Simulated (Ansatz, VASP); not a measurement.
MgS in VASP and in Ansatz

The input POSCAR:

```
MgS
1.0
    0.0000000000      2.8331200468      2.8331200468
    2.8331200468      0.0000000000      2.8331200468
    2.8331200468      2.8331200468      0.0000000000
S Mg
1 1
Direct
    0.2500000000      0.2500000000      0.2500000000
    0.0000000000      0.0000000000      0.0000000000
```

INCAR.step1

```
ALGO = Normal ; EDIFF = 1E-4
ENCUT = 520 ; GGA = PE
ISMEAR = 0 ; LASPH = True
LCHARG = False ; LREAL = False
LWAVE = True ; NBANDS = 11
NELM = 60 ; PREC = Accurate
SIGMA = 0.1
```

File INCAR.step2:

```
ALGO = Normal ; BPARAM = 11.95
CPARAM = 0.0093 ; EDIFF = 1E-6
ENCUT = 520 ; ISIF = 2
ISMEAR = 0 ; ISTART = 1
IVDW_NL = 2 ; LASPH = True
LCHARG = False ; LMIXTAU = True
LREAL = False ; LUSE_VDW = True
LWAVE = False ; METAGGA = R2SCAN
NBANDS = 11 ; NELM = 60
PREC = Accurate ; SIGMA = 0.1
```

KPOINTS

```
k-points
0
Gamma
  8 8 8
```

input.yaml

```yaml
crystal:
  lattice:
    - [0.0, 2.8331200468, 2.8331200468]
    - [2.8331200468, 0.0, 2.8331200468]
    - [2.8331200468, 2.8331200468, 0.0]
  atoms:
    - { symbol: S, position: [0.25, 0.25, 0.25] }
    - { symbol: Mg, position: [0.0, 0.0, 0.0] }
hamiltonian:
  xc: r2scan
  pseudopotentials: { kind: paw }
  dispersion: rvv10
kpoints:
  mp_grid: { grid: [8, 8, 8] }
scf:
  occupations: { method: gaussian, width: 0.1 }
  n_extra_bands: 6
output:
  forces: true
  stress: true
  eigenvalues: true
  dos: { projected: false, de: 0.05, nscf_kmesh: { grid: [12, 12, 12] } }
```

Alike in both runs: functional r2SCAN; dispersion rVV10; k mesh 8 × 8 × 8; occupations gaussian, width 0.1 eV; no spin polarisation.

```csv
,VASP,Ansatz
version,VASP 6.6.1,Ansatz 0.2.0
potentials or method,"VASP PAW PBE potentials, release 64 (S, Mg)",Ansatz PAW
plane-wave cutoff (eV),520,500
valence electrons in the cell,8,16
task,single point,density of states
```

```tsv
	VASP	Ansatz	Ansatz less VASP
gap on the k mesh at the Fermi level (eV)	4.05	4.06	+0.013
least direct gap on the mesh (eV)	4.05	4.06	+0.013
pressure (GPa)	-0.9	-0.6	+0.25
```

VASP's potentials were made for PBE, not for r2SCAN. VASP's potentials hold 8 valence electrons a cell and Ansatz's 16, so a difference there can come from the potentials and not from the codes.
